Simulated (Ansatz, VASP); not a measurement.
HfN in VASP and in Ansatz

```
Hf N
1.0
     0.00000    2.25078    2.19451
     2.25078    0.00000    2.19451
     2.25078    2.25078    0.00000
Hf N
1 1
Direct
  0.00000 0.00000 0.00000
  0.50000 0.50000 0.50000
```

Change from the starting cell: strain +0.000 along x and y, -0.025 along z, atoms carried along.

Alike in both runs: task single point; functional PBEsol; k mesh 22 × 22 × 22; occupations gaussian, width 0.15 eV; no spin polarisation.

```csv
,VASP,Ansatz
version,VASP 6.6.1,Ansatz 0.2.0
potentials or method,"VASP PAW PBE potentials, release 64 (Hf_pv, N), cutoff 600 eV","scalar-relativistic, plane waves, PAW"
valence electrons in the cell,15,31
```

|  | VASP | Ansatz | Ansatz less VASP |
| --- | --- | --- | --- |
| gap on the k mesh at the Fermi level (eV) | none | none | - |
| pressure (GPa) | 5.7 | 8.1 | +2.32 |
| traceless stress, the component that is largest in VASP (GPa) | 10.32 | 10.35 | +0.027 |

VASP's potentials were made for PBE, not for PBEsol. A gap of «none» marks a metal or a gap that the smearing closes. With one functional, cell and mesh, what is left measures potentials, basis and numerics. VASP's potentials hold 15 valence electrons a cell and Ansatz's 31, so a difference there can come from the potentials and not from the codes.

Spin-orbit coupling is off throughout.
